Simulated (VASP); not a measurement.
# ZnS (R3m) in VASP: notebook, part 2 of 2

VASP 6.6.1. Earlier steps stand in the parts before.

### Step 4. Single point, PBEsol

This run uses another cell than the first one, of 21.12 Å³/atom.

File INCAR:

```
PREC = Accurate
ENCUT = 520
EDIFF = 1E-6
ISMEAR = -1
SIGMA = 0.2
LREAL = F
LASPH = T
NELM = 80
ALGO = Normal
ISIF = 2
LWAVE = F
LCHARG = F
GGA = PS
NBANDS = 36
```

File KPOINTS:

```
Automatic mesh
0
Gamma
  6 6 6
```

File POSCAR:

```
ZnS
1.0
    1.9525233809      1.1272903570      9.5949636807
   -1.9525233809      1.1272903570      9.5949636807
    0.0000000000     -2.2545796880      9.5949636807
Zn S
3 3
Direct
    0.9999710000      0.9999710000      0.9999710000
    0.2222690000      0.2222690000      0.2222690000
    0.4446130000      0.4446130000      0.4446130000
    0.0832670000      0.0832670000      0.0832670000
    0.5278420000      0.5278420000      0.5278420000
    0.3053630000      0.3053630000      0.3053630000
```

Potentials or basis: VASP PAW PBE potentials, release 64 (Zn, S).

Run with:

```console
$ cat potpaw_PBE.64/Zn/POTCAR potpaw_PBE.64/S/POTCAR > POTCAR
$ mpirun -np 1 vasp_std > vasp.out
```

OUTCAR:

```text
PREC = Accurate
   ENCUT = 520
   EDIFF = 1E-6
   ISMEAR = -1
   LREAL = F
   LASPH = T
   NELM = 80
   ISIF = 2
   GGA = PS

 ion  position               nearest neighbor table
   1  1.000  1.000  1.000-   6 2.39   6 2.39   6 2.39   4 2.40
   2  0.222  0.222  0.222-   6 2.39   5 2.39   5 2.39   5 2.39
   3  0.445  0.445  0.445-   4 2.39   4 2.39   4 2.39   5 2.40
   4  0.083  0.083  0.083-   3 2.39   3 2.39   3 2.39   1 2.40
   5  0.528  0.528  0.528-   2 2.39   2 2.39   2 2.39   3 2.40
   6  0.305  0.305  0.305-   2 2.39   1 2.39   1 2.39   1 2.39

  LATTYP: Found a trigonal (rhomboedric) cell.
 ALAT       =     9.8562903334
 COS(alpha) =     0.9215133891

  Lattice vectors:

 A1 = (   1.9525233809,   1.1272903570,   9.5949636807)
 A2 = (  -1.9525233809,   1.1272903570,   9.5949636807)
 A3 = (   0.0000000000,  -2.2545796880,   9.5949636807)

Analysis of symmetry for initial positions (statically):
=====================================================================
 Subroutine PRICEL returns:
 Original cell was already a primitive cell.

 Routine SETGRP: Setting up the symmetry group for a
 trigonal (rhombohedral) supercell.

 Subroutine GETGRP returns: Found  6 space group operations
 (whereof  6 operations were pure point group operations)
 out of a pool of 12 trial point group operations.

The static configuration has the point symmetry C_3v.

Analysis of symmetry for dynamics (positions and initial velocities):
=====================================================================
 Subroutine PRICEL returns:
 Original cell was already a primitive cell.

 Routine SETGRP: Setting up the symmetry group for a
 trigonal (rhombohedral) supercell.

 Subroutine GETGRP returns: Found  6 space group operations
 (whereof  6 operations were pure point group operations)
 out of a pool of 12 trial point group operations.

The dynamic configuration has the point symmetry C_3v.

 Subroutine INISYM returns: Found  6 space group operations
 (whereof  6 operations are pure point group operations),
 and found     1 'primitive' translations

----------------------------------------------------------------------------------------

                                     Primitive cell

  volume of cell :     126.7146

  direct lattice vectors                    reciprocal lattice vectors
     1.952523381  1.127290357  9.594963681     0.256078880  0.147847195  0.034740442
    -1.952523381  1.127290357  9.594963681    -0.256078880  0.147847195  0.034740442
     0.000000000 -2.254579688  9.594963681     0.000000000 -0.295694390  0.034740458

  length of vectors
     9.856290333  9.856290333  9.856290256     0.297728205  0.297728205  0.297728184

  position of ions in fractional coordinates (direct lattice)
     0.999971000  0.999971000  0.999971000
     0.222269000  0.222269000  0.222269000
     0.444613000  0.444613000  0.444613000
     0.083267000  0.083267000  0.083267000
     0.527842000  0.527842000  0.527842000
     0.305363000  0.305363000  0.305363000

  ion indices of the primitive-cell ions
   primitive index   ion index
                 1           1
                 2           2
                 3           3
                 4           4
                 5           5
                 6           6

----------------------------------------------------------------------------------------

 KPOINTS: Automatic mesh

Automatic generation of k-mesh.
 Grid dimensions read from file:
 generate k-points for:    6    6    6

 Generating k-lattice:

  Cartesian coordinates                     Fractional coordinates (reciprocal lattice)
     0.042679813  0.024641199  0.005790074     0.166666667 -0.000000000 -0.000000000
    -0.042679813  0.024641199  0.005790074    -0.000000000  0.166666667 -0.000000000
     0.000000000 -0.049282398  0.005790076     0.000000000  0.000000000  0.166666667

  Length of vectors
     0.049621367  0.049621367  0.049621364

  Shift w.r.t. Gamma in fractional coordinates (k-lattice)
     0.000000000  0.000000000  0.000000000

 Subroutine IBZKPT returns following result:
 ===========================================

 Found     32 irreducible k-points:

 Following reciprocal coordinates:
            Coordinates               Weight
  0.000000  0.000000  0.000000      1.000000
  0.166667  0.000000  0.000000      6.000000
  0.333333  0.000000  0.000000      6.000000
  0.500000  0.000000  0.000000      3.000000
  0.166667  0.166667  0.000000      6.000000
  0.333333  0.166667  0.000000     12.000000
[... 16 lines left out ...]
  0.500000  0.500000  0.166667      6.000000
 -0.333333  0.500000  0.166667     12.000000
 [... further k-points ...]
   k-points           NKPTS =     32   k-points in BZ     NKDIM =     32   number of bands    NBANDS=     36
   number of dos      NEDOS =    301   number of ions     NIONS =      6
   total plane-waves  NPLWV = 512000
   dimension x,y,z NGX =    80 NGY =   80 NGZ =   80
   dimension x,y,z NGXF=   160 NGYF=  160 NGZF=  160
   ions per type =               3   3
   NGX,Y,Z   is equivalent  to a cutoff of  13.49, 13.49, 13.49 a.u.
   NGXF,Y,Z  is equivalent  to a cutoff of  26.99, 26.99, 26.99 a.u.
 SYSTEM =  unknown system
   PREC   = accura    normal or accurate (medium, high low for compatibility)
   ISTART =      0    job   : 0-new  1-cont  2-samecut
   ICHARG =      2    charge: 1-file 2-atom 10-const
   ISPIN  =      1    spin polarized calculation?
   LNONCOLLINEAR =      F non collinear calculations
   LSORBIT =      F    spin-orbit coupling
   LASPH  =      T    aspherical Exc in radial PAW
   ENCUT  =  520.0 eV  38.22 Ry    6.18 a.u.  18.33 18.33 18.33*2*pi/ulx,y,z
   NELM   =     80;   NELMIN=  2; NELMDL= -5     # of ELM steps
   EDIFF  = 0.1E-05   stopping-criterion for ELM
   LREAL  =      F    real-space projection
[... 7 lines left out ...]
   TEBEG  =    0.0;   TEEND  =   0.0 temperature during run
   PSTRESS=    0.0 pullay stress
   NELECT =      54.0000    total number of electrons
   NUPDOWN=      -1.0000    fix difference up-down
   EMIN   =  10.00;   EMAX   =-10.00  energy-range for DOS
   EFERMI =   0.00;   METHOD = LEGACY
   ISMEAR =    -1;   SIGMA  =   0.20  broadening in eV -4-tet -1-fermi 0-gaus
   EFERMI_NEDOS =   21; number of points for ismear=-14 and -15
   IALGO  =     38    algorithm
   IMIX   =      4    mixing-type and parameters
     AMIX     =   0.40;   BMIX     =  1.00
     AMIX_MAG =   1.60;   BMIX_MAG =  1.00
  volume/ion in A,a.u.               =      21.12       142.52
  Fermi-wavevector in a.u.,A,eV,Ry     =   1.231962  2.328070 20.649970  1.517730
  Thomas-Fermi vector in A             =   2.366751
   LORBIT       =      0    0 simple, 1 ext, 2 COOP (PROOUT), +10 PAW based schemes
   GGA     = PS    functional components
   LHFCALC =     F    Hartree Fock is set to
   AEXX    =    0.0000 exact exchange contribution
   IVDW    =     0    specifies the selected vdW correction
   LEPSILON=     F    determine dielectric tensor
   LRPA    =     F    only Hartree local field effects (RPA)
 non-spin polarized calculation
  energy-cutoff  :      520.00
  volume of cell :      126.71
 maximum number of plane-waves:      3453
 NGX is ok and might be reduce to    80
   NGX = 37   NGY = 37   NGZ = 37

 number of electron      54.0000003 magnetization

 Free energy of the ion-electron system (eV)
  ---------------------------------------------------
  ext. energy  EPLUGINS =         0.00000000
  ---------------------------------------------------
  free energy    TOTEN  =       -22.53396293 eV

  energy without entropy =      -22.53166850  energy(sigma->0) =      -22.53281571

 E-fermi :   2.5804     XC(G=0):  -9.5278

 val. band max:        1.4176940156   @ k =   0.0000   0.0000   0.0000
 cond. band min:       3.1460791141   @ k =   0.0000   0.0000   0.0000
 fundamental gap:      1.7283850985
 Fermi energy:         2.5804095951

 k-point     1 :       0.0000    0.0000    0.0000
  band No.  band energies     occupation
      1     -11.3004      2.00000
      2     -10.7125      2.00000
      3     -10.7022      2.00000
      4      -4.7107      2.00000
      5      -4.7027      2.00000
      6      -4.7027      2.00000
[... 925 lines left out ...]
     35       8.7707      0.00000
     36       9.7998      0.00000

 [... further k-points ...]

------------------------ aborting loop because EDIFF is reached ----------------------------------------

  FORCE on cell =-STRESS in cart. coord.  units (eV):
  Direction    XX          YY          ZZ          XY          YZ          ZX
  --------------------------------------------------------------------------------------
  -------------------------------------------------------------------------------------
  Total       -4.6230194     -4.6230204     -4.6833959      0.0000000     -0.0000002      0.0000000
  in kB      -58.4534048    -58.4534168    -59.2168037      0.0000000     -0.0000021      0.0000000
  external PRESSURE =     -58.7078751 kB  Pullay stress =       0.0000000 kB

 VOLUME and BASIS-vectors are now :
 -----------------------------------------------------------------------------
  energy-cutoff  :      520.00
  volume of cell :      126.71
      direct lattice vectors                 reciprocal lattice vectors
     1.952523381  1.127290357  9.594963681     0.256078880  0.147847195  0.034740442
    -1.952523381  1.127290357  9.594963681    -0.256078880  0.147847195  0.034740442
     0.000000000 -2.254579688  9.594963681     0.000000000 -0.295694390  0.034740458

 POSITION                                       TOTAL-FORCE (eV/Angst)
 -----------------------------------------------------------------------------------
      0.00000      0.00000     28.78406         0.000000     -0.000000     -0.007444
      0.00000      0.00000      6.39799         0.000000     -0.000000     -0.010016
      0.00000      0.00000     12.79814         0.000000     -0.000000     -0.021494
      0.00000      0.00000      2.39683         0.000000      0.000000      0.016167
      0.00000      0.00000     15.19387         0.000000      0.000000      0.007260
      0.00000      0.00000      8.78984         0.000000      0.000000      0.015527
 -----------------------------------------------------------------------------------
    total drift:                               -0.000000      0.000002     -0.000645

  FREE ENERGIE OF THE ION-ELECTRON SYSTEM (eV)
  ---------------------------------------------------
  free  energy   TOTEN  =       -22.5339629274 eV

  energy  without entropy=      -22.5316685007  energy(sigma->0) =      -22.53281571
```

OSZICAR:

```text
N       E                     dE             d eps       ncg     rms          rms(c)
DAV:   1     0.402628433477E+03    0.40263E+03   -0.25191E+04  2304   0.177E+03
DAV:   2     0.257360565879E+02   -0.37689E+03   -0.36222E+03  2320   0.389E+02
DAV:   3    -0.218690841442E+02   -0.47605E+02   -0.46981E+02  2580   0.134E+02
DAV:   4    -0.237121340760E+02   -0.18430E+01   -0.18358E+01  2740   0.263E+01
DAV:   5    -0.237408843372E+02   -0.28750E-01   -0.28739E-01  2796   0.330E+00    0.102E+01
DAV:   6    -0.225299806701E+02    0.12109E+01   -0.28277E+00  3304   0.414E+01    0.800E+00
DAV:   7    -0.225528164086E+02   -0.22836E-01   -0.20691E+00  2568   0.695E+00    0.344E+00
DAV:   8    -0.225339107242E+02    0.18906E-01   -0.92238E-02  3028   0.314E+00    0.787E-01
DAV:   9    -0.225335165939E+02    0.39413E-03   -0.19987E-02  3072   0.211E+00    0.240E-01
DAV:  10    -0.225337461312E+02   -0.22954E-03   -0.16226E-03  3180   0.414E-01    0.152E-01
DAV:  11    -0.225339978152E+02   -0.25168E-03   -0.50240E-04  2564   0.376E-01    0.132E-01
DAV:  12    -0.225339598807E+02    0.37934E-04   -0.17678E-04  2940   0.351E-01    0.204E-02
DAV:  13    -0.225339598719E+02    0.88703E-08   -0.40573E-05  3064   0.610E-02    0.101E-02
DAV:  14    -0.225339628680E+02   -0.29962E-05   -0.78518E-06  2552   0.382E-02    0.654E-03
DAV:  15    -0.225339629274E+02   -0.59333E-07   -0.15668E-06  1996   0.204E-02
   1 F= -.22533963E+02 E0= -.22532816E+02  d E =-.229443E-02
```

Run time: 25 min. Hardware: 1 thread of Intel Xeon 8259CL, shared host; peak memory 0.91 GiB.

What came out:

```yaml
Free_energy: -22.5340 eV
Pressure: -5.9 GPa
Largest_force: 0.021 eV/Å
Band_gap_on_the_k_mesh: 1.73 eV
```

Forces in eV/Å, atoms in the order of the input:
```
Zn   0.000  0.000 -0.007
Zn   0.000  0.000 -0.010
Zn   0.000  0.000 -0.021
S    0.000  0.000  0.016
S    0.000  0.000  0.007
S    0.000  0.000  0.016
```

Stress tensor (GPa, compression positive):
```
-5.85  0.00  0.00
 0.00 -5.85  0.00
 0.00  0.00 -5.92
```

Levels at points of the mesh, in eV from the valence-band top:
```csv
k point,band 23,band 24,band 25,band 26,band 27,band 28,band 29,band 30,band 31,band 32
"(0.00, 0.00, 0.00)",-0.61,-0.61,-0.05,0.00,0.00,1.73,3.05,3.19,6.28,6.28
"(0.50, 0.00, 0.00)",-1.96,-1.75,-1.73,-1.17,-0.79,3.19,3.74,3.90,4.73,5.20
"(0.50, 0.50, 0.00)",-2.02,-1.70,-1.15,-1.14,-1.13,3.17,3.56,4.06,4.77,5.72
"(0.50, 0.50, 0.50)",-0.80,-0.22,-0.22,-0.21,-0.21,2.89,2.92,3.01,6.11,6.19
```

Caveat: the cell stands under tension; the PAW data sets were made with another functional, which shifts forces and pressure a little. A k mesh can miss the band edges.

### Step 5. Overview

```tsv
cell	gap on the mesh (eV)	pressure (GPa)	largest force (eV/Å)
a = 9.691 Å, angles 22.9°, 6 atoms	1.95	-2.9	0.02
a = 9.774 Å, angles 22.9°, 6 atoms	1.83	-4.5	0.02
a = 9.856 Å, angles 22.9°, 6 atoms	1.73	-5.9	0.02
```

Alike in all rows: task single point; level PBEsol; potentials or basis VASP PAW PBE potentials, release 64 (Zn, S); no spin polarisation; k mesh 6 × 6 × 6; cutoff (eV) 520; smearing fermi-dirac 0.2 eV.

Caveats: the PAW data sets were made with another functional, which shifts forces and pressure a little; the cell stands under tension (at least some runs).

Absolute energies hang on the potentials; compare differences alone.
